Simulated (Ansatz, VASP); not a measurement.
# Two plane-wave programs on Se

INCAR

```
ALGO = Normal ; EDIFF = 1E-6
ENCUT = 520 ; GGA = PE
ISIF = 2 ; ISMEAR = 0
IVDW = 12 ; LASPH = T
LCHARG = F ; LREAL = F
LWAVE = F ; NBANDS = 16
NELM = 80 ; PREC = Accurate
SIGMA = 0.05
```

The input KPOINTS:

```
k-points
0
Gamma
  12 12 8
```

File POSCAR:

```
Se
1.0
    4.1786286486      0.0000000000      0.0000000000
   -2.0893143243      3.6187985626      0.0000000000
    0.0000000000      0.0000000000      4.8601629811
Se
3
Direct
    0.2473450684      0.0000000000      0.3333333333
    0.0000000000      0.2473450684      0.6666666667
    0.7526549316      0.7526549316      0.0000000000
```

Input for Ansatz:

```yaml
crystal:
  lattice:
    - [4.1786286486, 0.0, 0.0]
    - [-2.0893143243, 3.6187985626, 0.0]
    - [0.0, 0.0, 4.8601629811]
  atoms:
    - { symbol: Se, position: [0.2473450684, 0.0, 0.3333333333] }
    - { symbol: Se, position: [0.0, 0.2473450684, 0.6666666667] }
    - { symbol: Se, position: [0.7526549316, 0.7526549316, 0.0] }
basis:
  ecutwfc: 420
kpoints:
  mp_grid: { grid: [12, 12, 8] }
hamiltonian:
  xc: pbe
  dispersion: d3bj
scf:
  occupations: { method: gaussian, width: 0.05 }
output:
  forces: true
  stress: true
  eigenvalues: true
```

Alike in both runs: task single point; functional PBE; dispersion D3(BJ); k mesh 12 × 12 × 8; occupations gaussian, width 0.05 eV; no spin polarisation.

|  | VASP | Ansatz |
| --- | --- | --- |
| version | VASP 6.6.1 | Ansatz 0.2.0 |
| potentials or method | VASP PAW PBE potentials, release 64 (Se), cutoff 520 eV | scalar-relativistic, plane waves, PAW |
| valence electrons in the cell | 18 | 48 |

```tsv
	VASP	Ansatz	Ansatz less VASP
gap on the k mesh at the Fermi level (eV)	0.55	0.55	-0.001
least direct gap on the mesh (eV)	1.16	1.17	+0.009
pressure (GPa)	1.7	1.6	-0.12
traceless stress, the component that is largest in VASP (GPa)	2.18	2.15	-0.035
rms of the force components (eV/Å)	0.052	0.038	-0.0148
```

Atom by atom the forces differ by 0.015 eV/Å (rms over components). VASP's potentials hold 18 valence electrons a cell and Ansatz's 48, so a difference there can come from the potentials and not from the codes.
